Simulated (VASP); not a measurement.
# O2 in VASP: notebook

O2 is run at these levels: RPBE; tasks: single point, relaxation of the atoms.

Everything below comes from runs of VASP 6.6.1. Logs are shortened: lines on timing, memory, paths and dates and some standing lists are left out, and cuts for length are marked.

## 1. The cell of the first run

The cell holds a molecule in a box, 2 atoms: a = 12.000 Å, b = 12.300 Å, c = 12.600 Å, α = 90.00°, β = 90.00°, γ = 90.00°.

## 2. Single point, RPBE, collinear spin, ferromagnetic start

INCAR

```
SYSTEM = O
PREC = Accurate ; ENCUT = 520
EDIFF = 1E-6 ; ISMEAR = -1
SIGMA = 0.01 ; LREAL = .FALSE.
LASPH = .TRUE. ; NELM = 150
ALGO = Normal ; ISIF = 2
LWAVE = .FALSE. ; LCHARG = .FALSE.
ISPIN = 2 ; MAGMOM = 1 1
LORBIT = 11 ; GGA = RP
NBANDS = 17
```

KPOINTS

```
Automatic mesh
0
G
  1 1 1
  0 0 0
```

POSCAR

```
O
1.0
   12.0000000000      0.0000000000      0.0000000000
    0.0000000000     12.3000000000      0.0000000000
    0.0000000000      0.0000000000     12.6000000000
O
2
Direct
    0.5000000000      0.5000000000      0.4514010062
    0.5000000000      0.5000000000      0.5485989938
```

Potentials or basis: VASP PAW PBE potentials, release 64 (O).

Command:

```
$ cat potpaw_PBE.64/O/POTCAR > POTCAR
$ mpirun -np 1 vasp_gam > vasp.out
```

OUTCAR:

```text
SYSTEM = O
   PREC = Accurate
   ENCUT = 520
   EDIFF = 1E-6
   ISMEAR = -1
   LREAL = .FALSE.
   LASPH = .TRUE.
   NELM = 150
   ISIF = 2
   ISPIN = 2
   LORBIT = 11
   GGA = RP

 ion  position               nearest neighbor table
   1  0.500  0.500  0.451-   2 1.22
   2  0.500  0.500  0.549-   1 1.22

  LATTYP: Found a simple orthorhombic cell.
 ALAT       =    12.0000000000
 B/A-ratio  =     1.0250000000
 C/A-ratio  =     1.0500000000

  Lattice vectors:

 A1 = (  12.0000000000,   0.0000000000,   0.0000000000)
 A2 = (   0.0000000000,  12.3000000000,   0.0000000000)
 A3 = (   0.0000000000,   0.0000000000,  12.6000000000)

Analysis of symmetry for initial positions (statically):
=====================================================================
 Subroutine PRICEL returns:
 Original cell was already a primitive cell.

 Routine SETGRP: Setting up the symmetry group for a
 simple orthorhombic supercell.

 Subroutine GETGRP returns: Found  8 space group operations
 (whereof  8 operations were pure point group operations)
 out of a pool of  8 trial point group operations.

The static configuration has the point symmetry D_2h.

Analysis of symmetry for dynamics (positions and initial velocities):
=====================================================================
 Subroutine PRICEL returns:
 Original cell was already a primitive cell.

 Routine SETGRP: Setting up the symmetry group for a
 simple orthorhombic supercell.

 Subroutine GETGRP returns: Found  8 space group operations
 (whereof  8 operations were pure point group operations)
 out of a pool of  8 trial point group operations.

The dynamic configuration has the point symmetry D_2h.

Analysis of structural, dynamic, and magnetic symmetry:
=====================================================================
 Subroutine PRICEL returns:
 Original cell was already a primitive cell.

 Routine SETGRP: Setting up the symmetry group for a
 simple orthorhombic supercell.

 Subroutine GETGRP returns: Found  8 space group operations
 (whereof  8 operations were pure point group operations)
 out of a pool of  8 trial point group operations.

The overall configuration has the point symmetry D_2h.

 Subroutine INISYM returns: Found  8 space group operations
 (whereof  8 operations are pure point group operations),
 and found     1 'primitive' translations

----------------------------------------------------------------------------------------

                                     Primitive cell

  volume of cell :    1859.7600

  direct lattice vectors                    reciprocal lattice vectors
    12.000000000  0.000000000  0.000000000     0.083333333  0.000000000  0.000000000
     0.000000000 12.300000000  0.000000000     0.000000000  0.081300813  0.000000000
     0.000000000  0.000000000 12.600000000     0.000000000  0.000000000  0.079365079

  length of vectors
    12.000000000 12.300000000 12.600000000     0.083333333  0.081300813  0.079365079

  position of ions in fractional coordinates (direct lattice)
     0.500000000  0.500000000  0.451401006
     0.500000000  0.500000000  0.548598994

  ion indices of the primitive-cell ions
   primitive index   ion index
                 1           1
                 2           2

----------------------------------------------------------------------------------------

 KPOINTS: Automatic mesh

Automatic generation of k-mesh.
 Grid dimensions read from file:
 generate k-points for:    1    1    1

 Generating k-lattice:

  Cartesian coordinates                     Fractional coordinates (reciprocal lattice)
     0.083333333  0.000000000  0.000000000     1.000000000  0.000000000  0.000000000
     0.000000000  0.081300813  0.000000000     0.000000000  1.000000000  0.000000000
     0.000000000  0.000000000  0.079365079     0.000000000  0.000000000  1.000000000

  Length of vectors
     0.083333333  0.081300813  0.079365079

  Shift w.r.t. Gamma in fractional coordinates (k-lattice)
     0.000000000  0.000000000  0.000000000

 Subroutine IBZKPT returns following result:
 ===========================================

 Found      1 irreducible k-points:

 Following reciprocal coordinates:
            Coordinates               Weight
  0.000000  0.000000  0.000000      1.000000
   k-points           NKPTS =      1   k-points in BZ     NKDIM =      1   number of bands    NBANDS=     17
   number of dos      NEDOS =    301   number of ions     NIONS =      2
   total plane-waves  NPLWV = 829440
   dimension x,y,z NGX =    90 NGY =   96 NGZ =   96
   dimension x,y,z NGXF=   180 NGYF=  192 NGZF=  192
   ions per type =               2
   NGX,Y,Z   is equivalent  to a cutoff of  12.47, 12.98, 12.67 a.u.
   NGXF,Y,Z  is equivalent  to a cutoff of  24.94, 25.95, 25.33 a.u.
 SYSTEM =  O
   PREC   = accura    normal or accurate (medium, high low for compatibility)
   ISTART =      0    job   : 0-new  1-cont  2-samecut
   ICHARG =      2    charge: 1-file 2-atom 10-const
   ISPIN  =      2    spin polarized calculation?
   LNONCOLLINEAR =      F non collinear calculations
   LSORBIT =      F    spin-orbit coupling
   LASPH  =      T    aspherical Exc in radial PAW
   ENCUT  =  520.0 eV  38.22 Ry    6.18 a.u.  22.31 22.87 23.43*2*pi/ulx,y,z
   NELM   =    150;   NELMIN=  2; NELMDL= -5     # of ELM steps
   EDIFF  = 0.1E-05   stopping-criterion for ELM
   LREAL  =      F    real-space projection
   EDIFFG = 0.1E-04   stopping-criterion for IOM
   NSW    =      0    number of steps for IOM
   IBRION =     -1    ionic relax: 0-MD 1-quasi-New 2-CG
   NFREE  =      0    steps in history (QN), initial steepest desc. (CG)
   ISIF   =      2    stress and relaxation
   ISYM   =      2    0-nonsym 1-usesym 2-fastsym
   POTIM  = 0.5000    time-step for ionic-motion
   TEBEG  =    0.0;   TEEND  =   0.0 temperature during run
   PSTRESS=    0.0 pullay stress
   NELECT =      12.0000    total number of electrons
   NUPDOWN=      -1.0000    fix difference up-down
   EMIN   =  10.00;   EMAX   =-10.00  energy-range for DOS
   EFERMI =   0.00;   METHOD = LEGACY
   ISMEAR =    -1;   SIGMA  =   0.01  broadening in eV -4-tet -1-fermi 0-gaus
   EFERMI_NEDOS =   21; number of points for ismear=-14 and -15
   IALGO  =     38    algorithm
   IMIX   =      4    mixing-type and parameters
     AMIX     =   0.40;   BMIX     =  1.00
     AMIX_MAG =   1.60;   BMIX_MAG =  1.00
  volume/ion in A,a.u.               =     929.88      6275.14
  Fermi-wavevector in a.u.,A,eV,Ry     =   0.304778  0.575946  1.263836  0.092889
  Thomas-Fermi vector in A             =   1.177187
   LORBIT       =     11    0 simple, 1 ext, 2 COOP (PROOUT), +10 PAW based schemes
   GGA     = RP    functional components
   LHFCALC =     F    Hartree Fock is set to
   AEXX    =    0.0000 exact exchange contribution
   IVDW    =     0    specifies the selected vdW correction
   LEPSILON=     F    determine dielectric tensor
   LRPA    =     F    only Hartree local field effects (RPA)
 spin polarized calculation
  energy-cutoff  :      520.00
  volume of cell :     1859.76
 maximum number of plane-waves:     25042
 NGX is ok and might be reduce to    90
   NGX = 45   NGY = 45   NGZ = 47

 number of electron      11.9999999 magnetization       1.9999999

 Free energy of the ion-electron system (eV)
  ---------------------------------------------------
  ext. energy  EPLUGINS =         0.00000000
  ---------------------------------------------------
  free energy    TOTEN  =        -9.60310909 eV

  energy without entropy =       -9.60310909  energy(sigma->0) =       -9.60310909

 E-fermi :  -6.5255     XC(G=0):  -0.3275

 val. band max:       -6.8466631008   @ k =   0.0000   0.0000   0.0000
 cond. band min:      -4.4732163824   @ k =   0.0000   0.0000   0.0000
 fundamental gap:      2.3734467185
 Fermi energy:        -6.5255165536

 spin component 1

 k-point     1 :       0.0000    0.0000    0.0000
  band No.  band energies     occupation
      1     -32.6737      1.00000
      2     -20.6174      1.00000
      3     -13.3327      1.00000
      4     -13.2825      1.00000
      5     -13.2825      1.00000
      6      -6.8467      1.00000
[... 9 lines left out ...]
     16       1.6213      0.00000
     17       1.6447      0.00000
 Fermi energy:        -6.5255165536

 spin component 2

 k-point     1 :       0.0000    0.0000    0.0000
  band No.  band energies     occupation
      1     -31.4472      1.00000
      2     -18.7981      1.00000
      3     -12.4345      1.00000
      4     -11.3811      1.00000
      5     -11.3810      1.00000
      6      -4.4732      0.00000
[... 9 lines left out ...]
     16       1.6826      0.00000
     17       1.7063      0.00000

------------------------ aborting loop because EDIFF is reached ----------------------------------------

  FORCE on cell =-STRESS in cart. coord.  units (eV):
  Direction    XX          YY          ZZ          XY          YZ          ZX
  --------------------------------------------------------------------------------------
  -------------------------------------------------------------------------------------
  Total       -0.0674520     -0.0670399      1.1824824      0.0000000      0.0000000      0.0000000
  in kB       -0.0581097     -0.0577547      1.0187048      0.0000000      0.0000000      0.0000000
  external PRESSURE =       0.3009468 kB  Pullay stress =       0.0000000 kB

 VOLUME and BASIS-vectors are now :
 -----------------------------------------------------------------------------
  energy-cutoff  :      520.00
  volume of cell :     1859.76
      direct lattice vectors                 reciprocal lattice vectors
    12.000000000  0.000000000  0.000000000     0.083333333  0.000000000  0.000000000
     0.000000000 12.300000000  0.000000000     0.000000000  0.081300813  0.000000000
     0.000000000  0.000000000 12.600000000     0.000000000  0.000000000  0.079365079

 POSITION                                       TOTAL-FORCE (eV/Angst)
 -----------------------------------------------------------------------------------
      6.00000      6.15000      5.68765         0.000000      0.000000     -1.027154
      6.00000      6.15000      6.91235         0.000000      0.000000      1.027154
 -----------------------------------------------------------------------------------
    total drift:                                0.000000     -0.000000      0.000000

  FREE ENERGIE OF THE ION-ELECTRON SYSTEM (eV)
  ---------------------------------------------------
  free  energy   TOTEN  =        -9.6031090853 eV

  energy  without entropy=       -9.6031090853  energy(sigma->0) =       -9.60310909

 total charge

# of ion       s       p       d       tot
------------------------------------------
    1        1.617   3.291   0.000   4.908
    2        1.617   3.291   0.000   4.908
--------------------------------------------------
tot          3.234   6.582   0.000   9.816

 magnetization (x)

# of ion       s       p       d       tot
------------------------------------------
    1        0.010   0.801   0.000   0.811
    2        0.010   0.801   0.000   0.811
--------------------------------------------------
tot          0.020   1.602   0.000   1.622
```

Run time: 2.6 min. Hardware: 1 thread of AMD EPYC 9R45 (Zen 5), shared host; peak memory 1.8 GiB.

What came out:

```
Free energy                                           : -9.6031 eV
Largest force                                         : 1.027 eV/Å
Gap between the frontier levels                       : 2.37 eV
Net moment                                            : 2.00 μB per cell
Site moments                                          : O +0.81 μB
Valence electrons inside the program's atomic spheres : O 4.91
```

Forces on the atoms (eV/Å):
```
O    0.000  0.000 -1.027
O    0.000  0.000  1.027
```

Caveat: the standard files for N, O and F lose accuracy on very short bonds; the PAW data sets were made with another functional, which shifts forces and pressure a little.

## 3. Single point, RPBE, non-collinear spin, typed start, spin-orbit coupling

INCAR

```
ALGO     = Normal         # electronic algorithm
EDIFF    = 1E-7           # SCF threshold, eV
ENCUT    = 520            # plane-wave cutoff, eV
GGA      = RP             # functional
GGA_COMPAT= False        
ISIF     = 2              # what is computed and relaxed
ISMEAR   = -1             # smearing method
LASPH    = True           # aspherical terms in the spheres
LCHARG   = False          # write CHGCAR
LORBIT   = 11             # projections on sites
LORBMOM  = True         
LREAL    = False          # projectors in reciprocal space
LSORBIT  = True           # spin-orbit coupling
LWAVE    = False          # write WAVECAR
MAGMOM   = 0 0 0.563 0 0 0.563 # initial moments
NBANDS   = 24             # bands
NELM     = 150            # most SCF steps
PREC     = Accurate       # precision mode
SIGMA    = 0.01           # smearing width, eV
```

KPOINTS

```
k-points
0
Gamma
  1 1 1
```

POSCAR is that of step 2.

Potentials or basis: VASP PAW PBE potentials, release 64 (O).

Command:

```
$ cat potpaw_PBE.64/O/POTCAR > POTCAR
$ mpirun -np 1 vasp_ncl > vasp.out
```

Wall time 20 min (1 thread of AMD EPYC 9R45 (Zen 5), shared host); peak memory 4.5 GiB.

Results (log left out):

* Free energy: -9.6037 eV
* Largest force: 1.027 eV/Å
* Net moment: 2.00 μB per cell
* Valence electrons inside the program's atomic spheres: O 4.91

Forces on the atoms (eV/Å):
```
O    0.000  0.000 -1.027
O    0.000  0.000  1.027
```

Moments on the atoms (μB; x, y, z):
```
O   0.00 0.00 0.81
O   0.00 0.00 0.81
```

Caveat: the standard files for N, O and F lose accuracy on very short bonds; the PAW data sets were made with another functional, which shifts forces and pressure a little.

## 4. Relaxation of the atoms, RPBE, collinear spin, ferromagnetic start

INCAR

```
SYSTEM = O
PREC = Accurate
ENCUT = 520
EDIFF = 1E-7
ISMEAR = -1
SIGMA = 0.01
LREAL = .FALSE.
LASPH = .TRUE.
NELM = 150
ALGO = Normal
ISIF = 2
LWAVE = .FALSE.
LCHARG = .FALSE.
ISPIN = 2
MAGMOM = 1 1
LORBIT = 11
GGA = RP
IBRION = 2
NSW = 80
EDIFFG = -0.01
```

KPOINTS

```
regular mesh
0
G
  1 1 1
  0 0 0
```

POSCAR

```
O
1.0
   12.0000000000      0.0000000000      0.0000000000
    0.0000000000     12.3000000000      0.0000000000
    0.0000000000      0.0000000000     12.6000000000
O
2
Direct
    0.5000000000      0.5000000000      0.4515873016
    0.5000000000      0.5000000000      0.5484126984
```

Command:

```
$ cat potpaw_PBE.64/O/POTCAR > POTCAR
$ mpirun -np 1 vasp_gam > vasp.out
```

It took 8.1 min on 1 thread of AMD EPYC 9R45 (Zen 5), shared host; peak memory 1.9 GiB.

The run converged. Its results:

```
Free energy                                           : -9.6101 eV
Energy gained by relaxing                             : 6.4 meV/atom
Ionic steps                                           : 4
Largest force after relaxing                          : 0.003 eV/Å
Gap between the frontier levels                       : 2.37 eV
Net moment                                            : 2.00 μB per cell
Site moments                                          : O +0.81 μB
Valence electrons inside the program's atomic spheres : O 4.89
```

Forces in eV/Å, atoms in the order of the input:
```
O    0.000  0.000  0.003
O    0.000  0.000 -0.003
```

The path:
```
step  energy change (eV)  largest force (eV/Å)  pressure (GPa)
   1              0.0000                1.3988            0.04
   2              0.3485                5.4066           -0.22
   3             -0.0127                0.0499           -0.01
   4             -0.0127                0.0034           -0.01
```

Final structure:
```
CELL_PARAMETERS angstrom
12.00000 0.00000 0.00000
0.00000 12.30000 0.00000
0.00000 0.00000 12.60000
ATOMIC_POSITIONS crystal
O 0.50000 0.50000 0.45085
O 0.50000 0.50000 0.54915
```

Levels at points of the mesh, in eV from the valence-band top:
Spin up:
```tsv
k point	band 3	band 4	band 5	band 6	band 7	band 8	band 9	band 10	band 11
(0.00, 0.00, 0.00)	-6.34	-6.21	-6.21	0.00	0.00	6.64	7.39	7.53	7.67
```
Spin down:
```tsv
k point	band 1	band 2	band 3	band 4	band 5	band 6	band 7	band 8	band 9	band 10
(0.00, 0.00, 0.00)	-24.20	-11.96	-5.46	-4.31	-4.31	2.37	2.37	6.75	7.61	7.61
```

Caveat: the standard files for N, O and F lose accuracy on very short bonds; the PAW data sets were made with another functional, which shifts forces and pressure a little.

## 5. The runs side by side

```csv
task,spin,cell,gap on the mesh (eV),moment (μB),largest force (eV/Å)
single point,"collinear, ferromagnetic start",as given,2.37,2.00,1.03
single point,"non-collinear, typed start, SOC",as given,-,2.00,1.03
relaxation of the atoms,"collinear, ferromagnetic start",atoms relaxed,2.37,2.00,-
```

Alike in all rows: level RPBE; potentials or basis VASP PAW PBE potentials, release 64 (O); k mesh 1 × 1 × 1; cutoff (eV) 520; smearing fermi-dirac 0.01 eV.

Caveats: the standard files for N, O and F lose accuracy on very short bonds; the PAW data sets were made with another functional, which shifts forces and pressure a little.

Absolute energies hang on the potentials; compare differences alone.
